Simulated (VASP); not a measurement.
# BP (F-43m) in VASP: further runs

The runs below take BP through single point, with LDA.

Everything below comes from runs of VASP 6.6.1. Logs are shortened: lines on timing, memory, paths and dates and some standing lists are left out, and cuts for length are marked.

**1. The cell of the first run**

Symmetry: F-43m, No. 216, cubic system. Conventional cell: a = 4.445 Å, b = 4.445 Å, c = 4.445 Å, α = 90.00°, β = 90.00°, γ = 90.00°. Within 2.6 Å of B (site symmetry -43m) lie 4 P at 1.92 Å. P (site symmetry -43m) has 4 B at 1.92 Å within 2.6 Å.

**2. Single point, LDA**

Input file INCAR:

```
PREC = Accurate
ENCUT = 520
EDIFF = 1E-6
ISMEAR = 0
SIGMA = 0.01
LREAL = False
LASPH = True
NELM = 100
ALGO = Normal
ISIF = 2
LWAVE = False
LCHARG = False
GGA = CA
NBANDS = 11
```

Input file KPOINTS:

```
regular mesh
0
Gamma
  8 8 8
```

Input file POSCAR:

```
BP
1.0
    0.0000000000      2.2226808807      2.2226808807
    2.2226808807      0.0000000000      2.2226808807
    2.2226808807      2.2226808807      0.0000000000
B P
1 1
Direct
    0.0000000000      0.0000000000      0.0000000000
    0.2500000000      0.2500000000      0.2500000000
```

Potentials or basis: VASP PAW LDA potentials, release 64 (B, P).

On the command line:

```bash
$ cat potpaw_LDA.64/B/POTCAR potpaw_LDA.64/P/POTCAR > POTCAR
$ mpirun -np 1 vasp_std > vasp.out
```

OUTCAR:

```text
PREC = Accurate
   ENCUT = 520
   EDIFF = 1E-6
   ISMEAR = 0
   LREAL = False
   LASPH = True
   NELM = 100
   ISIF = 2
   GGA = CA

 ion  position               nearest neighbor table
   1  0.000  0.000  0.000-   2 1.92   2 1.92   2 1.92   2 1.92
   2  0.250  0.250  0.250-   1 1.92   1 1.92   1 1.92   1 1.92

  LATTYP: Found a face centered cubic cell.
 ALAT       =     4.4453617614

  Lattice vectors:

 A1 = (   0.0000000000,   2.2226808807,   2.2226808807)
 A2 = (   2.2226808807,   0.0000000000,   2.2226808807)
 A3 = (   2.2226808807,   2.2226808807,   0.0000000000)

Analysis of symmetry for initial positions (statically):
=====================================================================
 Subroutine PRICEL returns:
 Original cell was already a primitive cell.

 Routine SETGRP: Setting up the symmetry group for a
 face centered cubic supercell.

 Subroutine GETGRP returns: Found 24 space group operations
 (whereof 24 operations were pure point group operations)
 out of a pool of 48 trial point group operations.

The static configuration has the point symmetry T_d .

Analysis of symmetry for dynamics (positions and initial velocities):
=====================================================================
 Subroutine PRICEL returns:
 Original cell was already a primitive cell.

 Routine SETGRP: Setting up the symmetry group for a
 face centered cubic supercell.

 Subroutine GETGRP returns: Found 24 space group operations
 (whereof 24 operations were pure point group operations)
 out of a pool of 48 trial point group operations.

The dynamic configuration has the point symmetry T_d .

 Subroutine INISYM returns: Found 24 space group operations
 (whereof 24 operations are pure point group operations),
 and found     1 'primitive' translations

----------------------------------------------------------------------------------------

                                     Primitive cell

  volume of cell :      21.9615

  direct lattice vectors                    reciprocal lattice vectors
     0.000000000  2.222680881  2.222680881    -0.224953570  0.224953570  0.224953570
     2.222680881  0.000000000  2.222680881     0.224953570 -0.224953570  0.224953570
     2.222680881  2.222680881  0.000000000     0.224953570  0.224953570 -0.224953570

  length of vectors
     3.143345446  3.143345446  3.143345446     0.389631013  0.389631013  0.389631013

  position of ions in fractional coordinates (direct lattice)
     0.000000000  0.000000000  0.000000000
[... 81 lines left out ...]
   NSW    =      0    number of steps for IOM
   IBRION =     -1    ionic relax: 0-MD 1-quasi-New 2-CG
   NFREE  =      0    steps in history (QN), initial steepest desc. (CG)
   ISIF   =      2    stress and relaxation
   ISYM   =      2    0-nonsym 1-usesym 2-fastsym
   POTIM  = 0.5000    time-step for ionic-motion
   TEBEG  =    0.0;   TEEND  =   0.0 temperature during run
   PSTRESS=    0.0 pullay stress
   NELECT =       8.0000    total number of electrons
   NUPDOWN=      -1.0000    fix difference up-down
   EMIN   =  10.00;   EMAX   =-10.00  energy-range for DOS
   EFERMI =   0.00;   METHOD = LEGACY
   ISMEAR =     0;   SIGMA  =   0.01  broadening in eV -4-tet -1-fermi 0-gaus
   EFERMI_NEDOS =   21; number of points for ismear=-14 and -15
   IALGO  =     38    algorithm
   IMIX   =      4    mixing-type and parameters
     AMIX     =   0.40;   BMIX     =  1.00
     AMIX_MAG =   1.60;   BMIX_MAG =  1.00
  volume/ion in A,a.u.               =      10.98        74.10
  Fermi-wavevector in a.u.,A,eV,Ry     =   1.169188  2.209445 18.599175  1.367001
  Thomas-Fermi vector in A             =   2.305664
   LORBIT       =      0    0 simple, 1 ext, 2 COOP (PROOUT), +10 PAW based schemes
   GGA     = CA    functional components
   LHFCALC =     F    Hartree Fock is set to
   AEXX    =    0.0000 exact exchange contribution
   IVDW    =     0    specifies the selected vdW correction
   LEPSILON=     F    determine dielectric tensor
   LRPA    =     F    only Hartree local field effects (RPA)
 non-spin polarized calculation
 Gauss-broadening in eV      SIGMA  =   0.01
  energy-cutoff  :      520.00
  volume of cell :       21.96
 maximum number of plane-waves:       609
   NGX = 11   NGY = 11   NGZ = 11

 number of electron       8.0000000 magnetization

 Free energy of the ion-electron system (eV)
  ---------------------------------------------------
  ext. energy  EPLUGINS =         0.00000000
  ---------------------------------------------------
  free energy    TOTEN  =       -14.38592038 eV

  energy without entropy =      -14.38592038  energy(sigma->0) =      -14.38592038

 E-fermi :   8.2564     XC(G=0): -11.3449

 val. band max:        8.1602944502   @ k =   0.0000   0.0000   0.0000
 cond. band min:       9.3132488573   @ k =   0.3750   0.3750   0.0000
 fundamental gap:      1.1529544071
 Fermi energy:         8.2564492586

 k-point     1 :       0.0000    0.0000    0.0000
  band No.  band energies     occupation
      1      -7.7853      2.00000
      2       8.1603      2.00000
      3       8.1603      2.00000
      4       8.1603      2.00000
      5      11.6418      0.00000
      6      11.6418      0.00000
      7      11.6418      0.00000
      8      16.4903      0.00000
      9      19.8665      0.00000
     10      20.5273      0.00000
     11      20.5273      0.00000
[... 309 lines left out ...]
 k-point    24 :      -0.3750    0.2500    0.1250
  band No.  band energies     occupation
      1      -3.5196      2.00000
      2      -0.6418      2.00000
      3       3.4698      2.00000
      4       4.8637      2.00000
      5      12.2836      0.00000
      6      13.5548      0.00000
      7      16.8206      0.00000
      8      18.2378      0.00000
      9      18.8269      0.00000
     10      22.9303      0.00000
     11      25.3430      0.00000

 [... further k-points ...]
[... 5 lines left out ...]
  --------------------------------------------------------------------------------------
  -------------------------------------------------------------------------------------
  Total        0.7562355      0.7562355      0.7562355     -0.0000000      0.0000000      0.0000000
  in kB       55.1704237     55.1704237     55.1704237     -0.0000000      0.0000000      0.0000000
  external PRESSURE =      55.1704237 kB  Pullay stress =       0.0000000 kB

 VOLUME and BASIS-vectors are now :
 -----------------------------------------------------------------------------
  energy-cutoff  :      520.00
  volume of cell :       21.96
      direct lattice vectors                 reciprocal lattice vectors
     0.000000000  2.222680881  2.222680881    -0.224953570  0.224953570  0.224953570
     2.222680881  0.000000000  2.222680881     0.224953570 -0.224953570  0.224953570
     2.222680881  2.222680881  0.000000000     0.224953570  0.224953570 -0.224953570

 POSITION                                       TOTAL-FORCE (eV/Angst)
 -----------------------------------------------------------------------------------
      0.00000      0.00000      0.00000        -0.000000     -0.000000     -0.000000
      1.11134      1.11134      1.11134         0.000000      0.000000      0.000000
 -----------------------------------------------------------------------------------
    total drift:                                0.000000      0.000000      0.000000

  FREE ENERGIE OF THE ION-ELECTRON SYSTEM (eV)
  ---------------------------------------------------
  free  energy   TOTEN  =       -14.3859203839 eV

  energy  without entropy=      -14.3859203839  energy(sigma->0) =      -14.38592038
```

OSZICAR:

```text
N       E                     dE             d eps       ncg     rms          rms(c)
DAV:   1     0.863027990510E+01    0.86303E+01   -0.38473E+03   638   0.651E+02
DAV:   2    -0.147558903088E+02   -0.23386E+02   -0.22137E+02   871   0.111E+02
DAV:   3    -0.153606050346E+02   -0.60471E+00   -0.60320E+00   801   0.153E+01
DAV:   4    -0.153630242238E+02   -0.24192E-02   -0.24189E-02   718   0.116E+00
DAV:   5    -0.153630367813E+02   -0.12558E-04   -0.12557E-04   778   0.814E-02    0.803E+00
DAV:   6    -0.145334541592E+02    0.82958E+00   -0.18071E+00   713   0.596E+00    0.421E+00
DAV:   7    -0.143991031411E+02    0.13435E+00   -0.31976E-01   794   0.283E+00    0.136E+00
DAV:   8    -0.143858768873E+02    0.13226E-01   -0.33705E-02   736   0.101E+00    0.242E-01
DAV:   9    -0.143859244730E+02   -0.47586E-04   -0.80692E-04   731   0.202E-01    0.177E-01
DAV:  10    -0.143859186550E+02    0.58180E-05   -0.12227E-04   683   0.633E-02    0.360E-02
DAV:  11    -0.143859208716E+02   -0.22167E-05   -0.10442E-05   783   0.156E-02    0.465E-02
DAV:  12    -0.143859203839E+02    0.48771E-06   -0.27681E-06   483   0.723E-03
   1 F= -.14385920E+02 E0= -.14385920E+02  d E =-.231940E-44
```

Wall time 2.6 s (1 thread of Intel Xeon 6975P-C (Granite Rapids), shared host); peak memory 0.12 GiB.

What came out:

```yaml
Free_energy: -14.3859 eV
Pressure: 5.5 GPa
Band_gap_on_the_k_mesh: 1.15 eV, indirect (least direct gap 3.48 eV)
```

**3. Single point, LDA**

This run uses another cell than the first one, of 11.21 Å³/atom, 1.021 times its volume.

Input file INCAR:

```
SYSTEM = BP
PREC = Accurate
ENCUT = 520
EDIFF = 1E-6
ISMEAR = 0
SIGMA = 0.01
LREAL = .False.
LASPH = .True.
NELM = 60
ALGO = Normal
ISIF = 2
LWAVE = .False.
LCHARG = .False.
NBANDS = 11
```

Input file KPOINTS:

```
regular mesh
0
Gamma
  8 8 8
  0 0 0
```

Input file POSCAR:

```
BP
1.0
    0.0000000000      2.2383340787      2.2383340787
    2.2383340787      0.0000000000      2.2383340787
    2.2383340787      2.2383340787      0.0000000000
B P
1 1
Direct
    0.0000000000      0.0000000000      0.0000000000
    0.2500000000      0.2500000000      0.2500000000
```

Potentials or basis: VASP PAW LDA potentials, release 64 (B, P).

On the command line:

```bash
$ cat potpaw_LDA.64/B/POTCAR potpaw_LDA.64/P/POTCAR > POTCAR
$ mpirun -np 1 vasp_std > vasp.out
```

Wall time 2.4 s (1 thread of Intel Xeon 6975P-C (Granite Rapids), shared host); peak memory 0.12 GiB.

It converged, with:

```yaml
Free_energy: -14.3964 eV
Pressure: 1.5 GPa
Band_gap_on_the_k_mesh: 1.17 eV, indirect (least direct gap 3.44 eV)
```

Levels at points of the mesh, in eV from the valence-band top:
```csv
k point,band 1,band 2,band 3,band 4,band 5,band 6,band 7,band 8,band 9
"(0.00, 0.00, 0.00)",-15.75,0.00,0.00,0.00,3.44,3.44,3.44,8.00,11.55
"(0.50, 0.00, 0.00)",-12.27,-9.30,-1.80,-1.80,4.03,4.71,4.71,10.07,14.84
"(0.50, 0.50, 0.00)",-10.71,-8.69,-4.25,-4.25,1.23,1.52,12.38,12.38,15.48
```

**4. Single point, LDA**

This run uses another cell than the first one, of 11.45 Å³/atom, 1.043 times its volume.

Input file INCAR:

```
ALGO = Normal ; EDIFF = 1E-6
ENCUT = 520 ; GGA = CA
ISIF = 2 ; ISMEAR = 0
LASPH = T ; LCHARG = F
LREAL = F ; LWAVE = F
NBANDS = 11 ; NELM = 80
PREC = Accurate ; SIGMA = 0.01
```

Input file KPOINTS:

```
k-points
0
Gamma
  8 8 8
```

Input file POSCAR:

```
BP
1.0
    0.0000000000      2.2537713532      2.2537713532
    2.2537713532      0.0000000000      2.2537713532
    2.2537713532      2.2537713532      0.0000000000
B P
1 1
Direct
    0.0000000000      0.0000000000      0.0000000000
    0.2500000000      0.2500000000      0.2500000000
```

Potentials or basis: VASP PAW LDA potentials, release 64 (B, P).

On the command line:

```bash
$ cat potpaw_LDA.64/B/POTCAR potpaw_LDA.64/P/POTCAR > POTCAR
$ mpirun -np 1 vasp_std > vasp.out
```

OUTCAR:

```text
EDIFF = 1E-6
   ENCUT = 520
   GGA = CA
   ISIF = 2
   ISMEAR = 0
   LASPH = T
   LREAL = F
   NELM = 80
   PREC = Accurate

 ion  position               nearest neighbor table
   1  0.000  0.000  0.000-   2 1.95   2 1.95   2 1.95   2 1.95
   2  0.250  0.250  0.250-   1 1.95   1 1.95   1 1.95   1 1.95

  LATTYP: Found a face centered cubic cell.
 ALAT       =     4.5075427064

  Lattice vectors:

 A1 = (   0.0000000000,   2.2537713532,   2.2537713532)
 A2 = (   2.2537713532,   0.0000000000,   2.2537713532)
 A3 = (   2.2537713532,   2.2537713532,   0.0000000000)

Analysis of symmetry for initial positions (statically):
=====================================================================
 Subroutine PRICEL returns:
 Original cell was already a primitive cell.

 Routine SETGRP: Setting up the symmetry group for a
 face centered cubic supercell.

 Subroutine GETGRP returns: Found 24 space group operations
 (whereof 24 operations were pure point group operations)
 out of a pool of 48 trial point group operations.

The static configuration has the point symmetry T_d .

Analysis of symmetry for dynamics (positions and initial velocities):
[... 172 lines left out ...]
      5      11.0595      0.00000
      6      11.0595      0.00000
      7      11.0595      0.00000
      8      15.3281      0.00000
      9      19.0484      0.00000
     10      19.8900      0.00000
     11      19.8900      0.00000
[... 309 lines left out ...]
 k-point    24 :      -0.3750    0.2500    0.1250
  band No.  band energies     occupation
      1      -3.8449      2.00000
      2      -0.8858      2.00000
      3       3.0832      2.00000
      4       4.4757      2.00000
      5      11.7686      0.00000
      6      12.8936      0.00000
      7      16.0356      0.00000
      8      17.4579      0.00000
      9      18.1039      0.00000
     10      22.1280      0.00000
     11      24.4809      0.00000

 [... further k-points ...]

------------------------ aborting loop because EDIFF is reached ----------------------------------------

  FORCE on cell =-STRESS in cart. coord.  units (eV):
  Direction    XX          YY          ZZ          XY          YZ          ZX
  --------------------------------------------------------------------------------------
  -------------------------------------------------------------------------------------
  Total       -0.2925930     -0.2925930     -0.2925930     -0.0000000     -0.0000000      0.0000000
  in kB      -20.4745776    -20.4745776    -20.4745776     -0.0000000     -0.0000000      0.0000000
  external PRESSURE =     -20.4745776 kB  Pullay stress =       0.0000000 kB

 VOLUME and BASIS-vectors are now :
 -----------------------------------------------------------------------------
  energy-cutoff  :      520.00
  volume of cell :       22.90
      direct lattice vectors                 reciprocal lattice vectors
     0.000000000  2.253771353  2.253771353    -0.221850366  0.221850366  0.221850366
     2.253771353  0.000000000  2.253771353     0.221850366 -0.221850366  0.221850366
     2.253771353  2.253771353  0.000000000     0.221850366  0.221850366 -0.221850366

 POSITION                                       TOTAL-FORCE (eV/Angst)
 -----------------------------------------------------------------------------------
      0.00000      0.00000      0.00000         0.000000      0.000000      0.000000
      1.12689      1.12689      1.12689        -0.000000     -0.000000     -0.000000
 -----------------------------------------------------------------------------------
    total drift:                                0.000000      0.000000      0.000000

  FREE ENERGIE OF THE ION-ELECTRON SYSTEM (eV)
  ---------------------------------------------------
  free  energy   TOTEN  =       -14.3957791931 eV

  energy  without entropy=      -14.3957791931  energy(sigma->0) =      -14.39577919
```

OSZICAR:

```text
N       E                     dE             d eps       ncg     rms          rms(c)
DAV:   1     0.895006612579E+01    0.89501E+01   -0.38735E+03   638   0.654E+02
DAV:   2    -0.145812376627E+02   -0.23531E+02   -0.22285E+02   806   0.108E+02
DAV:   3    -0.152667115340E+02   -0.68547E+00   -0.68439E+00   823   0.170E+01
DAV:   4    -0.152692788998E+02   -0.25674E-02   -0.25671E-02   730   0.123E+00
DAV:   5    -0.152692920463E+02   -0.13146E-04   -0.13146E-04   789   0.867E-02    0.756E+00
DAV:   6    -0.145278179075E+02    0.74147E+00   -0.16723E+00   719   0.559E+00    0.397E+00
DAV:   7    -0.144086533092E+02    0.11916E+00   -0.27159E-01   785   0.261E+00    0.131E+00
DAV:   8    -0.143957409575E+02    0.12912E-01   -0.32081E-02   739   0.964E-01    0.226E-01
DAV:   9    -0.143957820416E+02   -0.41084E-04   -0.81005E-04   728   0.199E-01    0.161E-01
DAV:  10    -0.143957774103E+02    0.46313E-05   -0.12596E-04   683   0.642E-02    0.345E-02
DAV:  11    -0.143957797187E+02   -0.23084E-05   -0.92740E-06   777   0.148E-02    0.422E-02
DAV:  12    -0.143957791931E+02    0.52561E-06   -0.27687E-06   457   0.708E-03
   1 F= -.14395779E+02 E0= -.14395779E+02  d E =-.661171E-66
```

Wall time 2.3 s (1 thread of Intel Xeon 6975P-C (Granite Rapids), shared host); peak memory 0.12 GiB.

What came out:

- Free energy: -14.3958 eV
- Pressure: -2.0 GPa
- Band gap on the k mesh: 1.20 eV, indirect (least direct gap 3.41 eV)

A k mesh can miss the band edges. Expect the measured gap to be larger: semilocal functionals such as LDA lack the derivative discontinuity.

**5. Single point, LDA**

This run uses another cell than the first one, of 11.68 Å³/atom, 1.064 times its volume.

Input file INCAR:

```
PREC = Accurate ; ENCUT = 520
EDIFF = 1E-6 ; ISMEAR = 0
SIGMA = 0.01 ; LREAL = False
LASPH = True ; NELM = 80
ALGO = Normal ; ISIF = 2
LWAVE = False ; LCHARG = True
LELF = True ; LVHAR = True
NBANDS = 11
```

Input file KPOINTS:

```
Automatic mesh
0
Gamma
  8 8 8
```

Input file POSCAR:

```
BP
1.0
    0.0000000000      2.2690000000      2.2690000000
    2.2690000000      0.0000000000      2.2690000000
    2.2690000000      2.2690000000      0.0000000000
B P
1 1
Direct
    0.0000000000      0.0000000000      0.0000000000
    0.2500000000      0.2500000000      0.2500000000
```

On the command line:

```bash
$ cat potpaw_LDA.64/B/POTCAR potpaw_LDA.64/P/POTCAR > POTCAR
$ mpirun -np 1 vasp_std > vasp.out
```

Wall time 2.6 s (1 thread of Intel Xeon 6975P-C (Granite Rapids), shared host); peak memory 0.12 GiB.

It converged, with:

```yaml
Free_energy: -14.3852 eV
Pressure: -5.3 GPa
Band_gap_on_the_k_mesh: 1.22 eV, indirect (least direct gap 3.38 eV)
```

Levels at points of the mesh, in eV from the valence-band top:
| k point | band 1 | band 2 | band 3 | band 4 | band 5 | band 6 | band 7 | band 8 | band 9 |
| --- | --- | --- | --- | --- | --- | --- | --- | --- | --- |
| (0.00, 0.00, 0.00) | -15.39 | 0.00 | 0.00 | 0.00 | 3.38 | 3.38 | 3.38 | 7.37 | 11.26 |
| (0.50, 0.00, 0.00) | -12.06 | -9.01 | -1.75 | -1.75 | 3.78 | 4.68 | 4.68 | 9.92 | 14.54 |
| (0.50, 0.50, 0.00) | -10.56 | -8.49 | -4.11 | -4.11 | 1.30 | 1.55 | 12.00 | 12.00 | 14.97 |

A k mesh can miss the band edges.

**6. Overview**

| cell | gap on the mesh (eV) | pressure (GPa) |
| --- | --- | --- |
| a = 3.143 Å, angles 60.0°, 2 atoms | 1.15 | 5.5 |
| a = 3.165 Å, angles 60.0°, 2 atoms | 1.17 | 1.5 |
| a = 3.187 Å, angles 60.0°, 2 atoms | 1.20 | -2.0 |
| a = 3.209 Å, angles 60.0°, 2 atoms | 1.22 | -5.3 |

Alike in all rows: task single point; level LDA; potentials or basis VASP PAW LDA potentials, release 64 (B, P); no spin polarisation; k mesh 8 × 8 × 8; cutoff (eV) 520; smearing gaussian 0.01 eV.

Total energies depend on the potentials used, so only differences within one code and one set of settings carry meaning.
